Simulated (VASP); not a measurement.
# TaN (P-6m2) in VASP: a series of runs

TaN is run at these levels: PBEsol; tasks: single point.

Program: VASP 6.6.1. These are calculated values, not measurements. Logs are shortened: lines on timing, memory, paths and dates and some standing lists are left out, and cuts for length are marked.

## (1) The cell of the first run

It takes space group P-6m2 (No. 187, hexagonal). Conventional cell: a = 2.690 Å, b = 2.690 Å, c = 2.756 Å, α = 90.00°, β = 90.00°, γ = 120.00°. Ta (site symmetry -6m2) has 6 N at 2.08 Å and 6 Ta at 2.69 Å within 2.7 Å. Within 2.7 Å of N (site symmetry -6m2) lie 6 Ta at 2.08 Å and 6 N at 2.69 Å.

## (2) Single point, PBEsol (strain -0.080 along x and y, -0.040 along z)

INCAR

```
  PREC = Accurate
  ENCUT = 520
  EDIFF = 1E-6
  ISMEAR = 0
  SIGMA = 0.15
  LREAL = F
  LASPH = T
  NELM = 80
  ALGO = Normal
  ISIF = 2
  LWAVE = F
  LCHARG = F
  GGA = PS
  NBANDS = 15
```

KPOINTS

```
Automatic mesh
0
Gamma
  24 24 20
```

POSCAR

```
TaN
1.0
    2.6900699212      0.0000000000      0.0000000000
   -1.3450349606      2.3296688897      0.0000000000
    0.0000000000      0.0000000000      2.7558985369
Ta N
1 1
Direct
    0.3333333333      0.6666666667      0.5000000000
    0.0000000000      0.0000000000      0.0000000000
```

Potentials or basis: VASP PAW PBE potentials, release 64 (Ta_pv, N).

Launch:

```console
$ cat potpaw_PBE.64/Ta_pv/POTCAR potpaw_PBE.64/N/POTCAR > POTCAR
$ mpirun -np 1 vasp_std > vasp.out
```

OUTCAR:

```text
PREC = Accurate
   ENCUT = 520
   EDIFF = 1E-6
   ISMEAR = 0
   LREAL = F
   LASPH = T
   NELM = 80
   ISIF = 2
   GGA = PS

 ion  position               nearest neighbor table
   1  0.333  0.667  0.500-   2 2.08   2 2.08   2 2.08   2 2.08   2 2.08   2 2.08
   2  0.000  0.000  0.000-   1 2.08   1 2.08   1 2.08   1 2.08   1 2.08   1 2.08

  LATTYP: Found a hexagonal cell.
 ALAT       =     2.6900699212
 C/A-ratio  =     1.0244709683

  Lattice vectors:

 A1 = (   2.6900699212,   0.0000000000,   0.0000000000)
 A2 = (  -1.3450349606,   2.3296688897,   0.0000000000)
 A3 = (   0.0000000000,   0.0000000000,   2.7558985369)

Analysis of symmetry for initial positions (statically):
=====================================================================
 Subroutine PRICEL returns:
 Original cell was already a primitive cell.

 Routine SETGRP: Setting up the symmetry group for a
 hexagonal supercell.

 Subroutine GETGRP returns: Found 12 space group operations
 (whereof 12 operations were pure point group operations)
 out of a pool of 24 trial point group operations.

The static configuration has the point symmetry D_3h.

Analysis of symmetry for dynamics (positions and initial velocities):
=====================================================================
 Subroutine PRICEL returns:
 Original cell was already a primitive cell.

 Routine SETGRP: Setting up the symmetry group for a
 hexagonal supercell.

 Subroutine GETGRP returns: Found 12 space group operations
 (whereof 12 operations were pure point group operations)
 out of a pool of 24 trial point group operations.

The dynamic configuration has the point symmetry D_3h.

 Subroutine INISYM returns: Found 12 space group operations
 (whereof 12 operations are pure point group operations),
 and found     1 'primitive' translations

----------------------------------------------------------------------------------------

                                     Primitive cell

  volume of cell :      17.2711

  direct lattice vectors                    reciprocal lattice vectors
     2.690069921  0.000000000  0.000000000     0.371737549  0.214622774  0.000000000
    -1.345034961  2.329668890  0.000000000     0.000000000  0.429245548  0.000000000
     0.000000000  0.000000000  2.755898537     0.000000000  0.000000000  0.362858061

  length of vectors
     2.690069921  2.690069921  2.755898537     0.429245548  0.429245548  0.362858061

  position of ions in fractional coordinates (direct lattice)
     0.333333333  0.666666667  0.500000000
     0.000000000  0.000000000  0.000000000

  ion indices of the primitive-cell ions
   primitive index   ion index
                 1           1
                 2           2

----------------------------------------------------------------------------------------

 KPOINTS: Automatic mesh

Automatic generation of k-mesh.
 Grid dimensions read from file:
 generate k-points for:   24   24   20

 Generating k-lattice:

  Cartesian coordinates                     Fractional coordinates (reciprocal lattice)
     0.015489065  0.008942616  0.000000000     0.041666667  0.000000000  0.000000000
     0.000000000  0.017885231  0.000000000     0.000000000  0.041666667  0.000000000
     0.000000000  0.000000000  0.018142903     0.000000000  0.000000000  0.050000000

  Length of vectors
     0.017885231  0.017885231  0.018142903

  Shift w.r.t. Gamma in fractional coordinates (k-lattice)
     0.000000000  0.000000000  0.000000000

 Subroutine IBZKPT returns following result:
 ===========================================

 Found    671 irreducible k-points:

 Following reciprocal coordinates:
            Coordinates               Weight
  0.000000  0.000000  0.000000      1.000000
  0.041667  0.000000  0.000000      6.000000
  0.083333  0.000000  0.000000      6.000000
  0.125000 -0.000000  0.000000      6.000000
  0.166667 -0.000000  0.000000      6.000000
  0.208333  0.000000  0.000000      6.000000
[... 16 lines left out ...]
  0.416667  0.041667  0.000000     12.000000
  0.458333  0.041667  0.000000     12.000000
 [... further k-points ...]
   k-points           NKPTS =    671   k-points in BZ     NKDIM =    671   number of bands    NBANDS=     15
   number of dos      NEDOS =    301   number of ions     NIONS =      2
   total plane-waves  NPLWV =   8000
   dimension x,y,z NGX =    20 NGY =   20 NGZ =   20
   dimension x,y,z NGXF=    40 NGYF=   40 NGZF=   40
   ions per type =               1   1
   NGX,Y,Z   is equivalent  to a cutoff of  12.36, 12.36, 12.06 a.u.
   NGXF,Y,Z  is equivalent  to a cutoff of  24.72, 24.72, 24.13 a.u.
 SYSTEM =  unknown system
   PREC   = accura    normal or accurate (medium, high low for compatibility)
   ISTART =      0    job   : 0-new  1-cont  2-samecut
   ICHARG =      2    charge: 1-file 2-atom 10-const
   ISPIN  =      1    spin polarized calculation?
   LNONCOLLINEAR =      F non collinear calculations
   LSORBIT =      F    spin-orbit coupling
[... 26 lines left out ...]
   LEPSILON=     F    determine dielectric tensor
   LRPA    =     F    only Hartree local field effects (RPA)
 non-spin polarized calculation
 Gauss-broadening in eV      SIGMA  =   0.15
  energy-cutoff  :      520.00
  volume of cell :       17.27
 maximum number of plane-waves:       480
 NGX is ok and might be reduce to    20
   NGX =  9   NGY =  9   NGZ = 11

 number of electron      16.0000003 magnetization

 Free energy of the ion-electron system (eV)
  ---------------------------------------------------
  ext. energy  EPLUGINS =         0.00000000
  ---------------------------------------------------
  free energy    TOTEN  =       -22.52493777 eV

  energy without entropy =      -22.52359330  energy(sigma->0) =      -22.52426554

 E-fermi :  10.6044     XC(G=0): -14.7597

 val. band max:       10.5968250376   @ k =   0.4583   0.0417   0.4500
 cond. band min:      10.6061694479   @ k =   0.4583   0.0833   0.5000
 fundamental gap:      0.0093444103
 Fermi energy:        10.6043912750

 k-point     1 :       0.0000    0.0000    0.0000
  band No.  band energies     occupation
      1     -23.7959      2.00000
      2     -23.0754      2.00000
      3     -23.0754      2.00000
      4      -8.8538      2.00000
      5       5.0498      2.00000
      6       5.3523      2.00000
      7       5.3523      2.00000
      8       7.2450      2.00000
      9      14.9730      0.00000
     10      14.9824      0.00000
     11      14.9824      0.00000
     12      15.8616      0.00000
     13      15.8616      0.00000
     14      24.6911      0.00000
     15      25.6846      0.00000

 k-point     2 :       0.0417    0.0000    0.0000
  band No.  band energies     occupation
      1     -23.7895      2.00000
      2     -23.1242      2.00000
      3     -23.0849      2.00000
      4      -8.7952      2.00000
      5       5.0257      2.00000
      6       5.3243      2.00000
      7       5.3952      2.00000
      8       7.1602      2.00000
      9      14.8416      0.00000
     10      14.9900      0.00000
     11      15.1775      0.00000
     12      15.8297      0.00000
     13      15.9292      0.00000
     14      24.6917      0.00000
     15      25.6617      0.00000

 k-point     3 :       0.0833    0.0000    0.0000
  band No.  band energies     occupation
      1     -23.7706      2.00000
      2     -23.2651      2.00000
      3     -23.1128      2.00000
      4      -8.6244      2.00000
      5       4.7629      2.00000
      6       5.4553      2.00000
      7       5.5196      2.00000
      8       6.9210      2.00000
      9      14.5320      0.00000
     10      15.0185      0.00000
     11      15.6676      0.00000
     12      15.7374      0.00000
     13      16.1121      0.00000
     14      24.6935      0.00000
     15      25.5958      0.00000
[... 343 lines left out ...]
 k-point    23 :       0.4167    0.0417    0.0000
  band No.  band energies     occupation
      1     -25.3833      2.00000
      2     -23.6181      2.00000
      3     -23.4191      2.00000
      4      -5.5930      2.00000
      5       1.1866      2.00000
      6       3.8235      2.00000
      7       6.0257      2.00000
      8       7.3425      2.00000
      9      14.0626      0.00000
     10      15.7685      0.00000
     11      17.1197      0.00000
     12      17.6684      0.00000
     13      20.4490      0.00000
     14      24.7024      0.00000
     15      25.9137      0.00000

 k-point    24 :       0.4583    0.0417    0.0000
  band No.  band energies     occupation
      1     -25.4517      2.00000
      2     -23.6360      2.00000
      3     -23.4056      2.00000
      4      -5.4703      2.00000
      5       1.0970      2.00000
      6       3.7322      2.00000
      7       5.8988      2.00000
      8       7.3773      2.00000
      9      14.0079      0.00000
     10      16.3794      0.00000
     11      17.0984      0.00000
     12      17.6551      0.00000
     13      20.7404      0.00000
     14      24.6368      0.00000
     15      25.3596      0.00000

 [... further k-points ...]

------------------------ aborting loop because EDIFF is reached ----------------------------------------

  FORCE on cell =-STRESS in cart. coord.  units (eV):
  Direction    XX          YY          ZZ          XY          YZ          ZX
  --------------------------------------------------------------------------------------
  -------------------------------------------------------------------------------------
  Total       13.6812548     13.6812548     10.8468992     -0.0000000      0.0000000      0.0000000
  in kB     1269.1575023   1269.1575023   1006.2252101     -0.0000000      0.0000000      0.0000000
  external PRESSURE =    1181.5134049 kB  Pullay stress =       0.0000000 kB

 VOLUME and BASIS-vectors are now :
 -----------------------------------------------------------------------------
  energy-cutoff  :      520.00
  volume of cell :       17.27
      direct lattice vectors                 reciprocal lattice vectors
     2.690069921  0.000000000  0.000000000     0.371737549  0.214622774  0.000000000
    -1.345034961  2.329668890  0.000000000     0.000000000  0.429245548  0.000000000
     0.000000000  0.000000000  2.755898537     0.000000000  0.000000000  0.362858061

 POSITION                                       TOTAL-FORCE (eV/Angst)
 -----------------------------------------------------------------------------------
     -0.00000      1.55311      1.37795         0.000000     -0.000000      0.000000
      0.00000      0.00000      0.00000        -0.000000      0.000000      0.000000
 -----------------------------------------------------------------------------------
    total drift:                                0.000000     -0.000000     -0.000000

  FREE ENERGIE OF THE ION-ELECTRON SYSTEM (eV)
  ---------------------------------------------------
  free  energy   TOTEN  =       -22.5249377681 eV

  energy  without entropy=      -22.5235933041  energy(sigma->0) =      -22.52426554
```

It took 72 s on 1 thread of Intel Xeon Platinum 8488C (Sapphire Rapids), shared host; peak memory 0.27 GiB.

What came out:

```
Free energy            : -22.5249 eV
Pressure               : 118.2 GPa
Band gap on the k mesh : zero (band 8 reaches 10.86 eV, above the bottom of band 9 at 10.29 eV)
```

Stress tensor (GPa, compression positive):
```
126.92   0.00   0.00
  0.00 126.92   0.00
  0.00   0.00 100.62
```

Levels at points of the mesh, in eV from the Fermi level:
| k point | band 4 | band 5 | band 6 | band 7 | band 8 | band 9 | band 10 | band 11 | band 12 | band 13 |
| --- | --- | --- | --- | --- | --- | --- | --- | --- | --- | --- |
| (0.00, 0.00, 0.00) | -19.46 | -5.55 | -5.25 | -5.25 | -3.36 | 4.37 | 4.38 | 4.38 | 5.26 | 5.26 |
| (0.50, 0.00, 0.00) | -16.09 | -9.54 | -6.89 | -4.66 | -3.30 | 3.67 | 5.95 | 6.19 | 7.50 | 9.64 |
| (0.00, 0.00, 0.50) | -15.35 | -10.76 | -4.18 | -4.18 | -0.31 | -0.31 | 2.32 | 4.31 | 4.31 | 10.41 |
| (0.50, 0.00, 0.50) | -17.23 | -8.69 | -7.08 | -6.75 | 0.14 | 5.83 | 7.61 | 7.74 | 9.46 | 13.42 |

Caveat: the cell differs from its parent crystal (strain -0.080 along x and y, -0.040 along z); the PAW data sets were made with another functional, which shifts forces and pressure a little; spin-orbit coupling is left out, which moves the levels of the heavy elements.

## (3) Single point, PBEsol (strain -0.080 along x and y, +0.000 along z)

INCAR

```
PREC     = Accurate       # precision mode
ENCUT    = 520            # plane-wave cutoff, eV
EDIFF    = 1E-6           # SCF threshold, eV
ISMEAR   = 0              # smearing method
SIGMA    = 0.15           # smearing width, eV
LREAL    = False          # projectors in reciprocal space
LASPH    = True           # aspherical terms in the spheres
NELM     = 80             # most SCF steps
ALGO     = Normal         # electronic algorithm
ISIF     = 2              # what is computed and relaxed
LWAVE    = False          # write WAVECAR
LCHARG   = False          # write CHGCAR
GGA      = PS             # functional
NBANDS   = 15             # bands
```

KPOINTS

```
regular mesh
0
Gamma
  24 24 20
```

POSCAR: that of step 2 with these lines changed.

```diff
@@ -4,3 +4,3 @@
    -1.3450349606      2.3296688897      0.0000000000
-    0.0000000000      0.0000000000      2.7558985369
+    0.0000000000      0.0000000000      2.8707276426
 Ta N
```

Potentials or basis: VASP PAW PBE potentials, release 64 (Ta_pv, N).

Launch:

```console
$ cat potpaw_PBE.64/Ta_pv/POTCAR potpaw_PBE.64/N/POTCAR > POTCAR
$ mpirun -np 1 vasp_std > vasp.out
```

Wall time 83 s (1 thread of Intel Xeon Platinum 8488C (Sapphire Rapids), shared host); peak memory 0.28 GiB.

The run converged. Its results:

```
Free energy            : -22.8483 eV
Pressure               : 86.2 GPa
Band gap on the k mesh : zero (band 8 reaches 10.25 eV, above the bottom of band 9 at 9.78 eV)
```

Stress tensor (GPa, compression positive):
```
106.89   0.00   0.00
  0.00 106.89   0.00
  0.00   0.00  44.91
```

Levels at points of the mesh, in eV from the Fermi level:
```
           k point  band 4  band 5  band 6  band 7  band 8  band 9  band 10  band 11  band 12  band 13
(0.00, 0.00, 0.00)  -18.94   -5.33   -4.51   -4.51   -3.41    4.02     4.02     4.65     5.09     5.09
(0.50, 0.00, 0.00)  -15.64   -9.14   -6.84   -4.42   -2.86    3.47     5.77     6.15     7.63     9.23
(0.00, 0.00, 0.50)  -15.33  -10.36   -3.43   -3.43   -0.19   -0.19     1.57     4.65     4.65    10.33
(0.50, 0.00, 0.50)  -16.66   -8.26   -6.88   -5.96   -0.07    5.51     6.89     7.68     9.12    12.82
```

Caveat: the cell differs from its parent crystal (strain -0.080 along x and y, +0.000 along z); the PAW data sets were made with another functional, which shifts forces and pressure a little; spin-orbit coupling is left out, which moves the levels of the heavy elements.

## (4) Single point, PBEsol (strain -0.040 along x and y, -0.080 along z)

INCAR

```
SYSTEM = TaN
PREC = Accurate
ENCUT = 520
EDIFF = 1E-6
ISMEAR = 0
SIGMA = 0.15
LREAL = .FALSE.
LASPH = .TRUE.
NELM = 100
ALGO = Normal
ISIF = 2
LWAVE = .FALSE.
LCHARG = .FALSE.
GGA = PS
NBANDS = 15
```

KPOINTS

```
Automatic mesh
0
G
  24 24 20
  0 0 0
```

POSCAR

```
TaN
1.0
    2.8070294830      0.0000000000      0.0000000000
   -1.4035147415      2.4309588414      0.0000000000
    0.0000000000      0.0000000000      2.6410694312
Ta N
1 1
Direct
    0.3333333333      0.6666666667      0.5000000000
    0.0000000000      0.0000000000      0.0000000000
```

Launch:

```console
$ cat potpaw_PBE.64/Ta_pv/POTCAR potpaw_PBE.64/N/POTCAR > POTCAR
$ mpirun -np 1 vasp_std > vasp.out
```

It took 68 s on 1 thread of Intel Xeon Platinum 8488C (Sapphire Rapids), shared host; peak memory 0.29 GiB.

It converged, with:

* Free energy: -22.9342 eV
* Pressure: 89.9 GPa
* Band gap on the k mesh: zero (band 8 reaches 10.41 eV, above the bottom of band 9 at 9.93 eV)

Stress tensor (GPa, compression positive):
```
 73.37   0.00   0.00
  0.00  73.37   0.00
  0.00   0.00 122.91
```

Levels at points of the mesh, in eV from the Fermi level:
```
           k point  band 5  band 6  band 7  band 8  band 9  band 10  band 11  band 12
(0.00, 0.00, 0.00)   -5.91   -5.91   -5.22   -2.87    3.06     4.68     4.68     5.12
(0.50, 0.00, 0.00)   -9.40   -5.79   -4.42   -3.78    3.90     4.56     6.22     6.52
(0.00, 0.00, 0.50)  -10.62   -4.93   -4.93   -0.25   -0.25     3.33     3.33     3.53
(0.50, 0.00, 0.50)   -8.57   -7.24   -6.87    0.19    5.38     6.45     8.08     8.64
```

Caveat: the cell differs from its parent crystal (strain -0.040 along x and y, -0.080 along z); the PAW data sets were made with another functional, which shifts forces and pressure a little; spin-orbit coupling is left out, which moves the levels of the heavy elements.

## (5) Single point, PBEsol (strain -0.080 along x and y, +0.040 along z)

INCAR

```
PREC = Accurate
ENCUT = 520
EDIFF = 1E-6
ISMEAR = 0
SIGMA = 0.15
LREAL = False
LASPH = True
NELM = 80
ALGO = Normal
ISIF = 2
LWAVE = False
LCHARG = False
GGA = PS
NBANDS = 15
```

KPOINTS

```
regular mesh
0
Gamma
  24 24 20
```

POSCAR

```
TaN
1.0
    2.6900699212      0.0000000000      0.0000000000
   -1.3450349606      2.3296688897      0.0000000000
    0.0000000000      0.0000000000      2.9855567483
Ta N
1 1
Direct
    0.3333333333      0.6666666667      0.5000000000
    0.0000000000      0.0000000000      0.0000000000
```

Launch:

```console
$ cat potpaw_PBE.64/Ta_pv/POTCAR potpaw_PBE.64/N/POTCAR > POTCAR
$ mpirun -np 1 vasp_std > vasp.out
```

Wall time 87 s (1 thread of Intel Xeon Platinum 8488C (Sapphire Rapids), shared host); peak memory 0.29 GiB.

Results (log left out):

```
Free energy            : -22.9455 eV
Pressure               : 60.5 GPa
Band gap on the k mesh : zero (band 8 reaches 9.55 eV, above the bottom of band 9 at 9.28 eV)
```

Stress tensor (GPa, compression positive):
```
90.92  0.00  0.00
 0.00 90.92  0.00
 0.00  0.00 -0.36
```

Levels at points of the mesh, in eV from the Fermi level:
| k point | band 4 | band 5 | band 6 | band 7 | band 8 | band 9 | band 10 | band 11 | band 12 | band 13 |
| --- | --- | --- | --- | --- | --- | --- | --- | --- | --- | --- |
| (0.00, 0.00, 0.00) | -18.49 | -5.25 | -3.88 | -3.88 | -3.49 | 3.66 | 3.66 | 4.85 | 4.92 | 4.92 |
| (0.50, 0.00, 0.00) | -15.25 | -8.77 | -6.78 | -4.30 | -2.46 | 3.28 | 5.36 | 6.21 | 7.66 | 8.84 |
| (0.00, 0.00, 0.50) | -15.33 | -10.06 | -2.79 | -2.79 | -0.15 | -0.15 | 0.82 | 4.87 | 4.87 | 9.88 |
| (0.50, 0.00, 0.50) | -16.15 | -7.91 | -6.71 | -5.26 | -0.34 | 5.08 | 6.06 | 7.68 | 8.66 | 12.20 |

Caveat: the cell differs from its parent crystal (strain -0.080 along x and y, +0.040 along z); the PAW data sets were made with another functional, which shifts forces and pressure a little; spin-orbit coupling is left out, which moves the levels of the heavy elements.

## (6) The runs side by side

| cell | gap on the mesh (eV) | pressure (GPa) |
| --- | --- | --- |
| a = 2.690, b = 2.690, c = 2.756 Å, angles 90.0, 90.0, 120.0°, 2 atoms | none | 118.2 |
| a = 2.690, b = 2.690, c = 2.871 Å, angles 90.0, 90.0, 120.0°, 2 atoms | none | 86.2 |
| a = 2.807, b = 2.807, c = 2.641 Å, angles 90.0, 90.0, 120.0°, 2 atoms | none | 89.9 |
| a = 2.690, b = 2.690, c = 2.986 Å, angles 90.0, 90.0, 120.0°, 2 atoms | none | 60.5 |

Alike in all rows: task single point; level PBEsol; potentials or basis VASP PAW PBE potentials, release 64 (Ta_pv, N); no spin polarisation; k mesh 24 × 24 × 20; cutoff (eV) 520; smearing gaussian 0.15 eV.

Caveats: the PAW data sets were made with another functional, which shifts forces and pressure a little; spin-orbit coupling is left out, which moves the levels of the heavy elements.

Total energies depend on the potentials used, so only differences within one code and one set of settings carry meaning.
